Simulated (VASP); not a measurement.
# ErNb2 (P-3m1) in VASP: relaxation of cell and atoms with PBE

Aim: the relaxation of cell and atoms of ErNb2 with PBE.

Program: VASP 6.6.1. These are calculated values, not measurements. Logs are shortened: lines on timing, memory, paths and dates and some standing lists are left out, and cuts for length are marked.

### 1 The cell of the first run

The structure is trigonal, space group P-3m1 (No. 164). Conventional cell: a = 3.311 Å, b = 3.311 Å, c = 6.980 Å, α = 90.00°, β = 90.00°, γ = 120.00°. Er (site symmetry -3m) has 6 Nb at 3.20 Å and 6 Er at 3.31 Å within 4.2 Å. Nb (site symmetry 3m) has 9 Nb at 2.66 to 3.31 Å and 3 Er at 3.20 Å within 3.5 Å.

The cell was generated, and may not be a known phase.

### 2 Relaxation of cell and atoms, PBE

INCAR reads:

```
SYSTEM = ErNb2
PREC = Accurate
ENCUT = 500
EDIFF = 1E-7
ISMEAR = 0
SIGMA = 0.1
LREAL = .False.
LASPH = .True.
NELM = 200
ALGO = Normal
ISIF = 3
LWAVE = .False.
LCHARG = .False.
GGA = PE
IBRION = 2
NSW = 100
EDIFFG = -0.01
GGA_COMPAT = .False.
NELMIN = 4
LMAXMIX = 6
```

KPOINTS reads:

```
Automatic mesh
0
Gamma
  18 18 8
  0 0 0
```

POSCAR reads:

```
ErNb2
1.0
    3.3111905636      0.0000000000      0.0000000000
   -1.6555952818      2.8675751448      0.0000000000
    0.0000000000      0.0000000000      6.9800392894
Er Nb
1 2
Direct
    0.0000000000      0.0000000000      0.0000000000
    0.3333333333      0.6666666667      0.3674077683
    0.6666666667      0.3333333333      0.6325922317
```

Potentials or basis: VASP PAW PBE potentials, release 64 (Er_3, Nb_sv), 4f in core.

Launch:

```console
> cat potpaw_PBE.64/Er_3/POTCAR potpaw_PBE.64/Nb_sv/POTCAR > POTCAR
> mpirun -np 1 vasp_std > vasp.out
```

OUTCAR:

```text
SYSTEM = ErNb2
   PREC = Accurate
   ENCUT = 500
   EDIFF = 1E-7
   ISMEAR = 0
   LREAL = .False.
   LASPH = .True.
   NELM = 200
   ISIF = 3
   GGA = PE
   IBRION = 2
   NSW = 100
   EDIFFG = -0.01
   NELMIN = 4

 ion  position               nearest neighbor table
   1  0.000  0.000  0.000-   2 3.20   3 3.20   2 3.20   3 3.20   3 3.20   2 3.20
   2  0.333  0.667  0.367-   3 2.66   3 2.66   3 2.66   1 3.20   1 3.20   1 3.20
   3  0.667  0.333  0.633-   2 2.66   2 2.66   2 2.66   1 3.20   1 3.20   1 3.20

  LATTYP: Found a hexagonal cell.
 ALAT       =     3.3111905636
 C/A-ratio  =     2.1080149739

  Lattice vectors:

 A1 = (   3.3111905636,   0.0000000000,   0.0000000000)
 A2 = (  -1.6555952818,   2.8675751448,   0.0000000000)
 A3 = (   0.0000000000,   0.0000000000,   6.9800392894)

Analysis of symmetry for initial positions (statically):
=====================================================================
 Subroutine PRICEL returns:
 Original cell was already a primitive cell.

 Routine SETGRP: Setting up the symmetry group for a
 hexagonal supercell.

 Subroutine GETGRP returns: Found 12 space group operations
 (whereof 12 operations were pure point group operations)
 out of a pool of 24 trial point group operations.

The static configuration has the point symmetry D_3d.

Analysis of symmetry for dynamics (positions and initial velocities):
=====================================================================
 Subroutine PRICEL returns:
 Original cell was already a primitive cell.

 Routine SETGRP: Setting up the symmetry group for a
 hexagonal supercell.

 Subroutine GETGRP returns: Found 12 space group operations
 (whereof 12 operations were pure point group operations)
 out of a pool of 24 trial point group operations.

The dynamic configuration has the point symmetry D_3d.

 Subroutine INISYM returns: Found 12 space group operations
 (whereof 12 operations are pure point group operations),
 and found     1 'primitive' translations

----------------------------------------------------------------------------------------

                                     Primitive cell

  volume of cell :      66.2761

  direct lattice vectors                    reciprocal lattice vectors
     3.311190564  0.000000000  0.000000000     0.302006176  0.174363347  0.000000000
    -1.655595282  2.867575145  0.000000000     0.000000000  0.348726694  0.000000000
     0.000000000  0.000000000  6.980039289     0.000000000  0.000000000  0.143265669

  length of vectors
     3.311190564  3.311190564  6.980039289     0.348726694  0.348726694  0.143265669

  position of ions in fractional coordinates (direct lattice)
     0.000000000  0.000000000  0.000000000
     0.333333333  0.666666667  0.367407768
     0.666666667  0.333333333  0.632592232

  ion indices of the primitive-cell ions
   primitive index   ion index
                 1           1
                 2           2
                 3           3

----------------------------------------------------------------------------------------

 KPOINTS: Automatic mesh

Automatic generation of k-mesh.
 Grid dimensions read from file:
 generate k-points for:   18   18    8

 Generating k-lattice:

  Cartesian coordinates                     Fractional coordinates (reciprocal lattice)
     0.016778121  0.009686853  0.000000000     0.055555556  0.000000000  0.000000000
     0.000000000  0.019373705  0.000000000     0.000000000  0.055555556  0.000000000
     0.000000000  0.000000000  0.017908209     0.000000000  0.000000000  0.125000000

  Length of vectors
     0.019373705  0.019373705  0.017908209

  Shift w.r.t. Gamma in fractional coordinates (k-lattice)
     0.000000000  0.000000000  0.000000000

 Subroutine IBZKPT returns following result:
 ===========================================

 Found    266 irreducible k-points:

 Following reciprocal coordinates:
            Coordinates               Weight
  0.000000  0.000000  0.000000      1.000000
  0.055556 -0.000000  0.000000      6.000000
  0.111111 -0.000000  0.000000      6.000000
  0.166667 -0.000000  0.000000      6.000000
  0.222222 -0.000000  0.000000      6.000000
  0.277778  0.000000  0.000000      6.000000
[... 16 lines left out ...]
  0.333333  0.111111  0.000000     12.000000
  0.388889  0.111111  0.000000     12.000000
 [... further k-points ...]
   k-points           NKPTS =    266   k-points in BZ     NKDIM =    266   number of bands    NBANDS=     21
   number of dos      NEDOS =    301   number of ions     NIONS =      3
   total plane-waves  NPLWV =  31104
   dimension x,y,z NGX =    24 NGY =   24 NGZ =   54
   dimension x,y,z NGXF=    48 NGYF=   48 NGZF=  108
   ions per type =               1   2
   NGX,Y,Z   is equivalent  to a cutoff of  12.05, 12.05, 12.86 a.u.
   NGXF,Y,Z  is equivalent  to a cutoff of  24.10, 24.10, 25.72 a.u.
 SYSTEM =  ErNb2
   PREC   = accura    normal or accurate (medium, high low for compatibility)
   ISTART =      0    job   : 0-new  1-cont  2-samecut
   ICHARG =      2    charge: 1-file 2-atom 10-const
   ISPIN  =      1    spin polarized calculation?
   LNONCOLLINEAR =      F non collinear calculations
   LSORBIT =      F    spin-orbit coupling
   LASPH  =      T    aspherical Exc in radial PAW
   ENCUT  =  500.0 eV  36.75 Ry    6.06 a.u.   6.04  6.04 12.73*2*pi/ulx,y,z
   NELM   =    200;   NELMIN=  4; NELMDL= -5     # of ELM steps
   EDIFF  = 0.1E-06   stopping-criterion for ELM
   LREAL  =      F    real-space projection
   EDIFFG = -.1E-01   stopping-criterion for IOM
   NSW    =    100    number of steps for IOM
   IBRION =      2    ionic relax: 0-MD 1-quasi-New 2-CG
   NFREE  =      1    steps in history (QN), initial steepest desc. (CG)
   ISIF   =      3    stress and relaxation
   ISYM   =      2    0-nonsym 1-usesym 2-fastsym
   POTIM  = 0.5000    time-step for ionic-motion
   TEBEG  =    0.0;   TEEND  =   0.0 temperature during run
   PSTRESS=    0.0 pullay stress
   NELECT =      35.0000    total number of electrons
   NUPDOWN=      -1.0000    fix difference up-down
   EMIN   =  10.00;   EMAX   =-10.00  energy-range for DOS
   EFERMI =   0.00;   METHOD = LEGACY
   ISMEAR =     0;   SIGMA  =   0.10  broadening in eV -4-tet -1-fermi 0-gaus
   EFERMI_NEDOS =   21; number of points for ismear=-14 and -15
   IALGO  =     38    algorithm
   IMIX   =      4    mixing-type and parameters
     AMIX     =   0.40;   BMIX     =  1.00
     AMIX_MAG =   1.60;   BMIX_MAG =  1.00
  volume/ion in A,a.u.               =      22.09       149.08
  Fermi-wavevector in a.u.,A,eV,Ry     =   1.323260  2.500599 23.824038  1.751017
  Thomas-Fermi vector in A             =   2.452881
   LORBIT       =      0    0 simple, 1 ext, 2 COOP (PROOUT), +10 PAW based schemes
   GGA     = PE    functional components
   LHFCALC =     F    Hartree Fock is set to
   AEXX    =    0.0000 exact exchange contribution
   IVDW    =     0    specifies the selected vdW correction
   LEPSILON=     F    determine dielectric tensor
   LRPA    =     F    only Hartree local field effects (RPA)
 conjugate gradient relaxation of ions
 non-spin polarized calculation
 Gauss-broadening in eV      SIGMA  =   0.10
  energy-cutoff  :      500.00
  volume of cell :       66.28
 maximum number of plane-waves:      1722
   NGX = 13   NGY = 13   NGZ = 25

--------------------------------------- Ionic step        1  -------------------------------------------

 number of electron      34.9999997 magnetization

 Free energy of the ion-electron system (eV)
  ---------------------------------------------------
  ext. energy  EPLUGINS =         0.00000000
  ---------------------------------------------------
  free energy    TOTEN  =       -23.83068720 eV

  energy without entropy =      -23.81299673  energy(sigma->0) =      -23.82184196

------------------------ aborting loop because EDIFF is reached ----------------------------------------

  FORCE on cell =-STRESS in cart. coord.  units (eV):
  Direction    XX          YY          ZZ          XY          YZ          ZX
  --------------------------------------------------------------------------------------
  -------------------------------------------------------------------------------------
  Total       -0.1526120     -0.1526120     -0.5266264      0.0000000      0.0000000     -0.0000000
  in kB       -3.6892867     -3.6892867    -12.7308206      0.0000000      0.0000000     -0.0000000
  external PRESSURE =      -6.7031313 kB  Pullay stress =       0.0000000 kB
[... 133 lines left out ...]
  energy  without entropy=      -23.8159080949  energy(sigma->0) =      -23.82450934

--------------------------------------- Ionic step        5  -------------------------------------------

 number of electron      34.9999998 magnetization

 Free energy of the ion-electron system (eV)
  ---------------------------------------------------
  ext. energy  EPLUGINS =         0.00000000
  ---------------------------------------------------
  free energy    TOTEN  =       -23.83313142 eV

  energy without entropy =      -23.81595556  energy(sigma->0) =      -23.82454349

 E-fermi :   7.5206     XC(G=0): -11.3740

 val. band max:        7.5186254259   @ k =   0.2778   0.2222   0.0000
 cond. band min:       7.5233128042   @ k =  -0.1667   0.3889   0.1250
 fundamental gap:      0.0046873783
 Fermi energy:         7.5206100101

 k-point     1 :       0.0000    0.0000    0.0000
  band No.  band energies     occupation
      1     -46.9190      2.00000
      2     -46.5713      2.00000
      3     -23.3821      2.00000
      4     -22.8841      2.00000
      5     -22.8841      2.00000
      6     -22.4603      2.00000
[... 550 lines left out ...]
      5     -23.1044      2.00000
      6     -22.4919      2.00000
[... 13 lines left out ...]
     20       8.8695      0.00000
     21       9.8798      0.00000

 [... further k-points ...]

------------------------ aborting loop because EDIFF is reached ----------------------------------------

  FORCE on cell =-STRESS in cart. coord.  units (eV):
  Direction    XX          YY          ZZ          XY          YZ          ZX
  --------------------------------------------------------------------------------------
  -------------------------------------------------------------------------------------
  Total        0.0060961      0.0060961      0.0075080      0.0000000     -0.0000000     -0.0000000
  in kB        0.1486742      0.1486742      0.1831090      0.0000000     -0.0000000     -0.0000000
  external PRESSURE =       0.1601525 kB  Pullay stress =       0.0000000 kB
[... 18 lines left out ...]
  FREE ENERGIE OF THE ION-ELECTRON SYSTEM (eV)
  ---------------------------------------------------
  free  energy   TOTEN  =       -23.8331314187 eV

  energy  without entropy=      -23.8159555597  energy(sigma->0) =      -23.82454349

 reached required accuracy - stopping structural energy minimisation
```

Run time: 12 min. Hardware: 1 thread of Intel Xeon 6975P-C (Granite Rapids), shared host; peak memory 0.46 GiB.

Results:

- Free energy: -23.8331 eV
- Relaxed volume: 21.90 Å³/atom
- Relaxed cell: a = 3.312 Å, b = 3.312 Å, c = 6.917 Å, α = 90.00°, β = 90.00°, γ = 120.00°
- Space group after relaxing (to 0.1 Å): P-3m1 (No. 164)
- Energy gained by relaxing: 0.8 meV/atom
- Ionic steps: 5
- Pressure after relaxing: 0.0 GPa
- Band gap on the k mesh: zero (an odd number of electrons rules out a gap without spin polarisation)

Step by step:
```
step  energy change (eV)  largest force (eV/Å)  pressure (GPa)  volume (Å³)
   1              0.0000                0.0124           -0.67        66.28
   2             -0.0012                0.1232            0.65        65.39
   3             -0.0017                0.0841            0.17        65.71
   4             -0.0024                0.0151            0.04        65.70
   5             -0.0024                0.0003            0.02        65.69
```

Final structure:
```
CELL_PARAMETERS angstrom
3.31171 0.00000 0.00000
-1.65585 2.86802 0.00000
0.00000 0.00000 6.91658
ATOMIC_POSITIONS crystal
Er 0.00000 0.00000 0.00000
Nb 0.33333 0.66667 0.36667
Nb 0.66667 0.33333 0.63333
```

Levels at points of the mesh, in eV from the Fermi level:
| k point | band 15 | band 16 | band 17 | band 18 | band 19 | band 20 |
| --- | --- | --- | --- | --- | --- | --- |
| (0.00, 0.00, 0.00) | -0.71 | -0.71 | -0.41 | -0.41 | 0.08 | 1.87 |
| (0.50, 0.00, 0.00) | -2.05 | -0.30 | -0.20 | 0.14 | 0.87 | 1.57 |
| (0.00, 0.00, 0.50) | -0.54 | -0.54 | -0.49 | -0.49 | 1.06 | 1.24 |
| (0.50, 0.00, 0.50) | -1.51 | -1.03 | -0.57 | 0.61 | 1.47 | 2.14 |

Caveat: spin-orbit coupling is left out, which moves the levels of the heavy elements; the 4f electrons are frozen in the core, so they carry no moment and show no levels. Spin polarisation is off, so any magnetic state and its effect on volume and gap are missing.
